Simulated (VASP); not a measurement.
# Co in VASP: a series of runs

Runs on Co. Level: PBE. Tasks: single point.

Everything below comes from runs of VASP 6.6.1. Logs are shortened: lines on timing, memory, paths and dates and some standing lists are left out, and cuts for length are marked.

### 1 The cell of the first run

The cell holds a slab with vacuum, 6 atoms: a = 2.493 Å, b = 2.493 Å, c = 26.092 Å, α = 90.00°, β = 90.00°, γ = 120.00°.

### 2 Single point, PBE, collinear spin, ferromagnetic start

INCAR

```
SYSTEM = Co
PREC = Accurate
ENCUT = 520
EDIFF = 1E-6
ISMEAR = -1
SIGMA = 0.1
LREAL = .False.
LASPH = .True.
NELM = 150
ALGO = Normal
ISIF = 2
LWAVE = .False.
LCHARG = .False.
ISPIN = 2
MAGMOM = 1.7 1.7 1.7 1.7 1.7 1.7
LORBIT = 11
LMAXMIX = 4
LDIPOL = .True.
IDIPOL = 3
DIPOL = 0.5 0.5 0.500
GGA = PE
NBANDS = 40
```

KPOINTS

```
regular mesh
0
Gamma
  15 15 1
  0 0 0
```

POSCAR

```
Co
1.0
    2.4930397979      0.0000000000      0.0000000000
   -1.2465198990      2.1590357976      0.0000000000
    0.0000000000      0.0000000000     26.0923000000
Co
6
Direct
    0.8333333333      0.1666666667      0.3081806078
    0.1666666667      0.8333333333      0.3832032950
    0.8333333333      0.1666666667      0.4617755698
    0.1666666667      0.8333333333      0.5382243785
    0.8333333333      0.1666666667      0.6167967124
    0.1666666667      0.8333333333      0.6918194364
```

Potentials or basis: VASP PAW PBE potentials, release 64 (Co).

Launch:

```bash
$ cat potpaw_PBE.64/Co/POTCAR > POTCAR
$ mpirun -np 1 vasp_std > vasp.out
```

OUTCAR:

```text
SYSTEM = Co
   PREC = Accurate
   ENCUT = 520
   EDIFF = 1E-6
   ISMEAR = -1
   LREAL = .False.
   LASPH = .True.
   NELM = 150
   ISIF = 2
   ISPIN = 2
   LORBIT = 11
   GGA = PE

 ion  position               nearest neighbor table
   1  0.833  0.167  0.308-   2 2.43   2 2.43   2 2.43
   2  0.167  0.833  0.383-   1 2.43   1 2.43   1 2.43   3 2.50   3 2.50   3 2.50
   3  0.833  0.167  0.462-   4 2.46   4 2.46   4 2.46   2 2.50   2 2.50   2 2.50
   4  0.167  0.833  0.538-   3 2.46   3 2.46   3 2.46   5 2.50   5 2.50   5 2.50
   5  0.833  0.167  0.617-   6 2.43   6 2.43   6 2.43   4 2.50   4 2.50   4 2.50
   6  0.167  0.833  0.692-   5 2.43   5 2.43   5 2.43

  LATTYP: Found a hexagonal cell.
 ALAT       =     2.4930397979
 C/A-ratio  =    10.4660583525

  Lattice vectors:

 A1 = (   2.4930397979,   0.0000000000,   0.0000000000)
 A2 = (  -1.2465198990,   2.1590357976,   0.0000000000)
 A3 = (   0.0000000000,   0.0000000000,  26.0923000000)

Analysis of symmetry for initial positions (statically):
=====================================================================
 Subroutine PRICEL returns:
 Original cell was already a primitive cell.

 Routine SETGRP: Setting up the symmetry group for a
 hexagonal supercell.

 Subroutine GETGRP returns: Found 12 space group operations
 (whereof  4 operations were pure point group operations)
 out of a pool of 24 trial point group operations.

The static configuration has the point symmetry C_2h.
 The point group associated with its full space group is D_3d.

Analysis of symmetry for dynamics (positions and initial velocities):
=====================================================================
 Subroutine PRICEL returns:
 Original cell was already a primitive cell.

 Routine SETGRP: Setting up the symmetry group for a
 hexagonal supercell.

 Subroutine GETGRP returns: Found 12 space group operations
 (whereof  4 operations were pure point group operations)
 out of a pool of 24 trial point group operations.

The dynamic configuration has the point symmetry C_2h.
 The point group associated with its full space group is D_3d.

Analysis of structural, dynamic, and magnetic symmetry:
=====================================================================
 Subroutine PRICEL returns:
 Original cell was already a primitive cell.

 Routine SETGRP: Setting up the symmetry group for a
 hexagonal supercell.

[... 158 lines left out ...]

 Free energy of the ion-electron system (eV)
  ---------------------------------------------------
  ext. energy  EPLUGINS =         0.00000000
  ---------------------------------------------------
  free energy    TOTEN  =       -40.88387553 eV

  energy without entropy =      -40.70053355  energy(sigma->0) =      -40.79220454

 E-fermi :   2.1982     XC(G=0):  -6.9355

 val. band max:        2.1977210702   @ k =   0.4000   0.0000   0.0000
 cond. band min:       2.2218911938   @ k =   0.1333   0.1333   0.0000
 fundamental gap:      0.0241701236
 Fermi energy:         2.1982462662

 spin component 1

 k-point     1 :       0.0000    0.0000    0.0000
  band No.  band energies     occupation
      1      -6.5078      1.00000
      2      -5.8714      1.00000
      3      -4.8600      1.00000
      4      -3.7212      1.00000
      5      -3.1220      1.00000
      6      -2.9676      1.00000
[... 997 lines left out ...]
     38       9.4711      0.00000
     39      10.4516      0.00000

 [... further k-points ...]

 spin component 2

 k-point     1 :       0.0000    0.0000    0.0000
  band No.  band energies     occupation
      1      -6.5092      1.00000
      2      -5.8608      1.00000
      3      -4.8127      1.00000
      4      -3.5041      1.00000
      5      -2.5190      1.00000
      6      -2.0947      1.00000
[... 997 lines left out ...]
     38      10.1703      0.00000
     39      11.0987      0.00000

 [... further k-points ...]

 [bands above 39 left out]

------------------------ aborting loop because EDIFF is reached ----------------------------------------

 vacuum level on the upper side and lower side of the slab       (xc-potential included)        -0.003        -0.003

  FORCE on cell =-STRESS in cart. coord.  units (eV):
  Direction    XX          YY          ZZ          XY          YZ          ZX
  --------------------------------------------------------------------------------------
  -------------------------------------------------------------------------------------
  Total       -1.5319895     -1.5319895     -0.3121424      0.0000000      0.0000000      0.0000000
  in kB      -17.4769222    -17.4769222     -3.5609174      0.0000000      0.0000000      0.0000000
  external PRESSURE =     -12.8382539 kB  Pullay stress =       0.0000000 kB

 VOLUME and BASIS-vectors are now :
 -----------------------------------------------------------------------------
  energy-cutoff  :      520.00
  volume of cell :      140.44
      direct lattice vectors                 reciprocal lattice vectors
     2.493039798  0.000000000  0.000000000     0.401116741  0.231584859  0.000000000
    -1.246519899  2.159035798  0.000000000     0.000000000  0.463169717  0.000000000
     0.000000000  0.000000000 26.092300000     0.000000000  0.000000000  0.038325483

 POSITION                                       TOTAL-FORCE (eV/Angst)
 -----------------------------------------------------------------------------------
      1.86978      0.35984      8.04114        -0.000000      0.000000      0.032025
     -0.62326      1.79920      9.99866        -0.000000     -0.000000     -0.005386
      1.86978      0.35984     12.04879         0.000000     -0.000000     -0.004207
     -0.62326      1.79920     14.04351        -0.000000      0.000000      0.004207
      1.86978      0.35984     16.09364         0.000000      0.000000      0.005386
     -0.62326      1.79920     18.05116         0.000000     -0.000000     -0.032025
 -----------------------------------------------------------------------------------
    total drift:                               -0.000000      0.000000      0.001243

  FREE ENERGIE OF THE ION-ELECTRON SYSTEM (eV)
  ---------------------------------------------------
  free  energy   TOTEN  =       -40.8838755310 eV

  energy  without entropy=      -40.7005335511  energy(sigma->0) =      -40.79220454

 vacuum level on the upper side and lower side of the slab         7.126         7.126

 total charge

# of ion       s       p       d       tot
------------------------------------------
    1        0.485   0.411   7.242   8.139
    2        0.488   0.526   7.268   8.281
    3        0.487   0.519   7.262   8.267
    4        0.487   0.519   7.262   8.267
    5        0.488   0.526   7.268   8.281
    6        0.485   0.411   7.242   8.139
--------------------------------------------------
tot          2.922   2.911  43.542  49.375

 magnetization (x)

# of ion       s       p       d       tot
------------------------------------------
    1       -0.011  -0.040   1.779   1.728
    2       -0.015  -0.055   1.728   1.657
    3       -0.014  -0.054   1.695   1.627
    4       -0.014  -0.054   1.695   1.627
    5       -0.015  -0.055   1.728   1.657
    6       -0.011  -0.040   1.779   1.728
--------------------------------------------------
tot         -0.081  -0.298  10.404  10.026
```

OSZICAR:

```text
N       E                     dE             d eps       ncg     rms          rms(c)
DAV:   1     0.409266863672E+03    0.40927E+03   -0.23818E+04  4320   0.150E+03
DAV:   2    -0.169944063110E+02   -0.42626E+03   -0.40131E+03  4336   0.324E+02
DAV:   3    -0.465516213152E+02   -0.29557E+02   -0.27455E+02  4736   0.125E+02
[... 30 lines left out ...]
DAV:  34    -0.408835891107E+02   -0.70451E-03   -0.13498E-05  4112   0.217E-02    0.365E-02
DAV:  35    -0.408838100551E+02   -0.22094E-03   -0.78625E-06  3912   0.239E-02    0.215E-02
DAV:  36    -0.408838705924E+02   -0.60537E-04   -0.28667E-06  3096   0.111E-02    0.157E-02
DAV:  37    -0.408838750414E+02   -0.44490E-05   -0.78797E-07  2976   0.634E-03    0.127E-02
DAV:  38    -0.408838755310E+02   -0.48954E-06   -0.94240E-07  2864   0.923E-03
   1 F= -.40883876E+02 E0= -.40792205E+02  d E =-.183342E+00  mag=     9.9132
```

stdout:

```text
POSCAR found type information on POSCAR Co
 POSCAR found :  1 types and       6 ions
 scaLAPACK will be used
 LDA part: xc-table for (Slater+PW92), standard interpolation
 POSCAR, INCAR and KPOINTS ok, starting setup
 FFT: planning ... GRIDC
 FFT: planning ... GRID_SOFT
 FFT: planning ... GRID
 WAVECAR not read
 entering main loop
```

It took 10 min on 1 thread of AMD EPYC 7R13 (Zen 3), shared host; peak memory 0.4 GiB.

What came out:

| Quantity | Value |
| --- | --- |
| Free energy | -40.8839 eV |
| Largest force | 0.032 eV/Å |
| Net moment | 9.91 μB per cell |
| Site moments | Co +1.73, +1.66, +1.63 (each value once) μB |
| Valence electrons inside the program's atomic spheres | Co 8.14, 8.28, 8.27 (each value once) |

Forces in eV/Å, atoms in the order of the input:
```
Co   0.000  0.000  0.032
Co   0.000  0.000 -0.005
Co   0.000  0.000 -0.004
Co   0.000  0.000  0.004
Co   0.000  0.000  0.005
Co   0.000  0.000 -0.032
```

### 3 Single point, PBE, collinear spin, ferromagnetic start

INCAR

```
PREC = Accurate ; ENCUT = 520
EDIFF = 1E-6 ; ISMEAR = -1
SIGMA = 0.1 ; LREAL = F
LASPH = T ; NELM = 150
ALGO = Normal ; ISIF = 2
LWAVE = F ; LCHARG = T
ISPIN = 2 ; MAGMOM = 1.7 1.7 1.7 1.7 1.7 1.7
LORBIT = 11 ; LMAXMIX = 4
LDIPOL = T ; IDIPOL = 3
DIPOL = 0.5 0.5 0.500 ; GGA = PE
LELF = T ; LVHAR = T
LVACPOTAV = T ; NBANDS = 40
```

KPOINTS

```
Automatic mesh
0
Gamma
  15 15 1
```

Changes to POSCAR since step 2:

```diff
@@ -13,2 +13,2 @@
     0.8333333333      0.1666666667      0.6167967124
-    0.1666666667      0.8333333333      0.6918194364
+    0.1666666667      0.8333333333      0.6918194365
```

Potentials or basis: VASP PAW PBE potentials, release 64 (Co).

Launch:

```bash
$ cat potpaw_PBE.64/Co/POTCAR > POTCAR
$ mpirun -np 1 vasp_std > vasp.out
```

It took 21 min on 1 thread of Intel Xeon 8259CL, shared host; peak memory 0.44 GiB.

The run converged. Its results:

| Item | Value |
| --- | --- |
| Free energy | -40.8839 eV |
| Largest force | 0.032 eV/Å |
| Net moment | 9.91 μB per cell |
| Site moments | Co +1.73, +1.66, +1.63 (each value once) μB |
| Valence electrons inside the program's atomic spheres | Co 8.14, 8.28, 8.27 (each value once) |

Forces on the atoms (eV/Å):
```
Co   0.000  0.000  0.032
Co   0.000  0.000 -0.005
Co   0.000  0.000 -0.004
Co   0.000  0.000  0.004
Co   0.000  0.000  0.005
Co   0.000  0.000 -0.032
```

Levels at points of the mesh, in eV from the Fermi level:
Spin up:
```tsv
k point	band 29	band 30	band 31	band 32	band 33	band 34	band 35	band 36	band 37	band 38
(0.00, 0.00, 0.00)	-1.33	-1.02	-1.02	-0.92	-0.92	-0.87	-0.87	-0.37	0.17	4.67
```
Spin down:
```tsv
k point	band 17	band 18	band 19	band 20	band 21	band 22	band 23	band 24	band 25	band 26
(0.00, 0.00, 0.00)	-0.91	-0.84	-0.84	-0.72	-0.72	-0.66	-0.66	-0.09	-0.01	-0.01
```
